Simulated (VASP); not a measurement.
Write the native input for VASP 6.6.1 that does the following.

```
Task                   : single point
Functional             : PBE
Dispersion             : D3(BJ)
Potentials or basis    : VASP PAW PBE potentials, release 64 (Si, N)
Cutoff                 : 520 eV
k mesh                 : 9 × 9 × 1
Occupations            : gaussian, width 0.05 eV
Spin                   : no spin polarisation
Dipole correction      : yes
Further INCAR settings : ALGO = Normal; EDIFF = 1e-06; NBANDS = 32
```

The structure of Si4N lies in POSCAR:

```
Si4N
1.0
    3.8155170209      0.0000000000      0.0000000000
   -1.9077585104      3.3043346686      0.0000000000
    0.0000000000      0.0000000000     28.9874813843
Si N
8 2
Direct
    0.6666666667      0.3333333333      0.1379906018
    0.3333333333      0.6666666667      0.1654736894
    0.3333333333      0.6666666667      0.2468813277
    0.6666666667      0.3333333333      0.2743644153
    0.6666666667      0.3333333333      0.3556303104
    0.3333333333      0.6666666667      0.3827070033
    0.3333333333      0.6666666667      0.4657581680
    0.6666666667      0.3333333333      0.4894347735
    0.6666666667      0.6666666667      0.6170760801
    0.6666666667      0.6666666667      0.6550234956
```

One way to write it, as run:

INCAR

```
PREC = Accurate ; ENCUT = 520
EDIFF = 1E-6 ; ISMEAR = 0
SIGMA = 0.05 ; LREAL = False
LASPH = True ; NELM = 60
ALGO = Normal ; ISIF = 2
LWAVE = False ; LCHARG = False
LDIPOL = True ; IDIPOL = 3
DIPOL = 0.5 0.5 0.379 ; GGA = PE
IVDW = 12 ; NBANDS = 32
```

KPOINTS

```
Automatic mesh
0
Gamma
  9 9 1
```

Potentials or basis: VASP PAW PBE potentials, release 64 (Si, N).

Launch:

```sh
$ cat potpaw_PBE.64/Si/POTCAR potpaw_PBE.64/N/POTCAR > POTCAR
$ mpirun -np 1 vasp_std > vasp.out
```

It gave:

```yaml
Largest_force: 2.180 eV/Å
Band_gap_on_the_k_mesh: zero (bands 21 and 22 overlap by 0.32 eV)
Dispersion_energy_per_atom: -0.240 eV
```

Caveat: the standard files for N, O and F lose accuracy on very short bonds.

Run time: 14 min on 1 thread of Intel(R) Xeon(R) Platinum 8259CL CPU @ 2.50GHz (Skylake/Cascade Lake), with other jobs on the host, peak memory 0.64 GiB.
